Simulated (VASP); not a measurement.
The system is Al.

```
Al
1.0
     0.00000    2.02481    2.02481
     2.02481    0.00000    2.02481
     2.02481    2.02481    0.00000
Al
1
Direct
  0.00000 0.00000 0.00000
```

| Quantity | Value |
| --- | --- |
| Program | VASP 6.6.1 |
| Task | relaxation of cell and atoms |
| Functional | r2SCAN |
| Dispersion | D4 |
| Potentials or basis | VASP PAW PBE potentials, release 64 (Al) |
| Cutoff | 600 eV |
| k mesh | 16 × 16 × 16 |
| Occupations | fermi-dirac, width 0.1 eV |
| Spin | no spin polarisation |

At the start: pressure -4.8 GPa; volume 16.60 Å³/atom.

Task: Where does the relaxation end?

Result: Over 3 steps the energy falls by 14.6 meV/atom and the volume is 15.68 Å³/atom (-5.5 %); space group Fm-3m (No. 225, to 0.05 Å).

Step by step:
```tsv
step	energy change (eV)	largest force (eV/Å)	pressure (GPa)	volume (Å³)
1	0.0000	0.0000	-4.80	16.60
2	-0.0134	0.0000	1.62	15.44
3	-0.0146	0.0000	0.04	15.68
```

Final structure:
```xyz
1
Lattice="0.0000 1.9867 1.9867 1.9867 0.0000 1.9867 1.9867 1.9867 0.0000" Properties=species:S:1:pos:R:3 pbc="T T T"
Al    0.0000    0.0000    0.0000
```

Caveat: the PAW data sets were made with another functional, which shifts forces and pressure a little; pairwise dispersion overbinds metals, which lowers pressure and volume.
